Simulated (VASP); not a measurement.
Here is a VASP 6.6.1 calculation.

File POSCAR:

```
P
1.0
   -1.9632750920      1.9632750920      1.9632750920
    1.9632750920     -1.9632750920      1.9632750920
    1.9632750920      1.9632750920     -1.9632750920
P
1
Direct
    0.0000000000      0.0000000000      0.0000000000
```

Contents of INCAR.step1:

```
SYSTEM = P
PREC     = Accurate       ! precision mode
ENCUT    = 520            ! plane-wave cutoff, eV
ISMEAR   = 0              ! smearing method
SIGMA    = 0.1            ! smearing width, eV
LREAL    = .FALSE.        ! projectors in reciprocal space
LASPH    = .TRUE.         ! aspherical terms in the spheres
NELM     = 60             ! most SCF steps
NBANDS   = 8              ! bands
GGA      = PE             ! functional
ALGO     = Normal         ! electronic algorithm
EDIFF    = 1E-4           ! SCF threshold, eV
LWAVE    = .TRUE.         ! write WAVECAR
LCHARG   = .FALSE.        ! write CHGCAR
```

INCAR.step2

```
SYSTEM = P
PREC     = Accurate       ! precision mode
ENCUT    = 520            ! plane-wave cutoff, eV
EDIFF    = 1E-7           ! SCF threshold, eV
ISMEAR   = 0              ! smearing method
SIGMA    = 0.1            ! smearing width, eV
LREAL    = .FALSE.        ! projectors in reciprocal space
LASPH    = .TRUE.         ! aspherical terms in the spheres
NELM     = 60             ! most SCF steps
ALGO     = Normal         ! electronic algorithm
ISIF     = 2              ! what is computed and relaxed
LWAVE    = .FALSE.        ! write WAVECAR
LCHARG   = .TRUE.         ! write CHGCAR
METAGGA  = R2SCAN         ! meta-GGA
LMIXTAU  = .TRUE.       
LELF     = .TRUE.         ! ELF
LVHAR    = .TRUE.       
NBANDS   = 8              ! bands
ISTART   = 1
```

Contents of KPOINTS:

```
regular mesh
0
G
  6 6 6
  0 0 0
```

Potentials or basis: VASP PAW PBE potentials, release 64 (P).

Launch:

```bash
$ cat potpaw_PBE.64/P/POTCAR > POTCAR
$ cp INCAR.step1 INCAR
$ mpirun -np 1 vasp_std > vasp.out
$ cp INCAR.step2 INCAR
$ mpirun -np 1 vasp_std > vasp.out
```

Task: Estimate the pressure.

Result: -16.4 GPa.

Caveat: the k points lie up to 0.38 Å⁻¹ apart; the PAW data sets were made with another functional, which shifts forces and pressure a little.
